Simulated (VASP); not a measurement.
LaTl3H6: relaxation of cell and atoms with PBE

Crystal: LaTl3H6.

```xyz
10
Lattice="5.6791 0.0000 0.0000 0.0000 5.6791 0.0000 0.0000 0.0000 5.4432" Properties=species:S:1:pos:R:3 pbc="T T T"
La    2.8395    2.8395    0.0000
Tl    2.8395    0.0000    2.7216
Tl    0.0000    2.8395    2.7216
Tl    0.0000    0.0000    0.0000
H     3.6757    2.8395    2.7216
H     2.0034    2.8395    2.7216
H     2.8395    2.0034    2.7216
H     2.8395    3.6757    2.7216
H     2.8395    0.0000    0.0000
H     0.0000    2.8395    0.0000
```

The cell was generated, and may not be a known phase.

```
Program                : VASP 6.6.1
Task                   : relaxation of cell and atoms
Functional             : PBE
Potentials or basis    : VASP PAW PBE potentials, release 64 (La, Tl_d, H)
Cutoff                 : 600 eV
k mesh                 : 4 × 4 × 4
Occupations            : gaussian, width 0.1 eV
Spin                   : no spin polarisation
Dipole correction      : no
Further INCAR settings : ALGO = Normal; EDIFF = 1e-06; IBRION = 2; EDIFFG = -0.04; NSW = 90; ISIF = 3
```

The relaxed volume is 17.13 Å³/atom and the relaxed cell is a = 6.473 Å, b = 6.473 Å, c = 4.089 Å, α = 90.00°, β = 90.00°, γ = 90.00°. The space group after relaxing (to 0.1 Å) is P4/mmm (No. 123), the energy gained by relaxing is 201.8 meV/atom and the ionic steps are 23. The pressure after relaxing is -0.3 GPa, the largest force after relaxing is 0.039 eV/Å and the band gap on the k mesh is zero (bands 28 and 29 overlap by 1.92 eV).

Forces in eV/Å, atoms in the order of the input:
```
La   0.000  0.000  0.000
Tl   0.000  0.000  0.000
Tl   0.000  0.000  0.000
Tl   0.000  0.000  0.000
H    0.039  0.000  0.000
H   -0.039  0.000  0.000
H    0.000 -0.039  0.000
H    0.000  0.039  0.000
H    0.000  0.000  0.000
H    0.000  0.000  0.000
```

Stress tensor (GPa, compression positive):
```
-0.36  0.00  0.00
 0.00 -0.36  0.00
 0.00  0.00 -0.13
```

Step by step:
```tsv
step	energy change (eV)	largest force (eV/Å)	pressure (GPa)	volume (Å³)
1	0.0000	0.5362	-2.80	175.55
2	-0.2038	0.3928	-1.94	167.85
3	-0.4840	0.1051	2.26	148.15
4	-0.6187	0.0035	2.59	146.33
5	-0.7336	0.1534	3.35	143.48
6	-0.7326	0.9358	7.95	136.87
7	-0.8583	0.9737	7.93	138.00
8	-1.0834	0.8641	8.30	141.07
9	-1.2876	0.7904	6.69	144.79
10	-1.7015	0.6219	2.77	156.34
11	-1.8127	0.3147	-2.39	181.23
12	-1.8708	0.4094	-0.90	172.06
13	-1.8713	0.4217	-0.71	171.05
14	-1.9149	0.3513	-0.54	171.22
15	-1.9671	0.1807	0.05	171.58
16	-1.9679	0.1558	0.15	171.62
17	-1.9761	0.1440	0.00	172.01
18	-1.9942	0.1175	-0.46	173.18
19	-1.9984	0.0231	-1.17	175.50
20	-2.0025	0.0788	-0.87	174.42
21	-2.0099	0.0500	-0.70	173.50
22	-2.0177	0.0453	-0.25	171.18
23	-2.0177	0.0388	-0.28	171.31
```

Final structure:
```xyz
10
Lattice="6.4731 0.0000 0.0000 0.0000 6.4731 0.0000 0.0000 0.0000 4.0886" Properties=species:S:1:pos:R:3 pbc="T T T"
La    3.2365    3.2365    0.0000
Tl    3.2365    0.0000    2.0443
Tl    0.0000    3.2365    2.0443
Tl    0.0000    0.0000    0.0000
H     4.2432    3.2365    2.0443
H     2.2299    3.2365    2.0443
H     3.2365    2.2299    2.0443
H     3.2365    4.2432    2.0443
H     3.2365    0.0000    0.0000
H     0.0000    3.2365    0.0000
```

Levels at points of the mesh, in eV from the Fermi level:
| k point | band 25 | band 26 | band 27 | band 28 | band 29 | band 30 | band 31 | band 32 |
| --- | --- | --- | --- | --- | --- | --- | --- | --- |
| (0.00, 0.00, 0.00) | -3.89 | -0.90 | -0.90 | 0.97 | 1.39 | 1.64 | 1.64 | 1.66 |
| (0.50, 0.00, 0.00) | -2.02 | -1.49 | -1.36 | 1.22 | 1.56 | 1.58 | 1.59 | 1.75 |
| (0.50, 0.50, 0.00) | -2.01 | -1.56 | -0.87 | 0.43 | 1.33 | 1.33 | 1.50 | 1.50 |
| (0.00, 0.00, 0.50) | -5.10 | -4.05 | -3.92 | 0.92 | 1.18 | 1.18 | 1.62 | 1.66 |
| (0.50, 0.00, 0.50) | -4.69 | -4.21 | -2.17 | -0.43 | 0.33 | 0.55 | 1.13 | 1.13 |
| (0.50, 0.50, 0.50) | -5.21 | -2.06 | -2.06 | -1.61 | -0.44 | 1.08 | 1.25 | 1.58 |

It took 19 min on 1 thread of AMD EPYC 9R45 96-Core Processor (Zen 5) (shared host), peak memory 0.41 GiB.

Caveat: a cell axis changed by over 15 % at a fixed basis, so the end point is rough; spin-orbit coupling is left out, which moves the levels of the heavy elements.
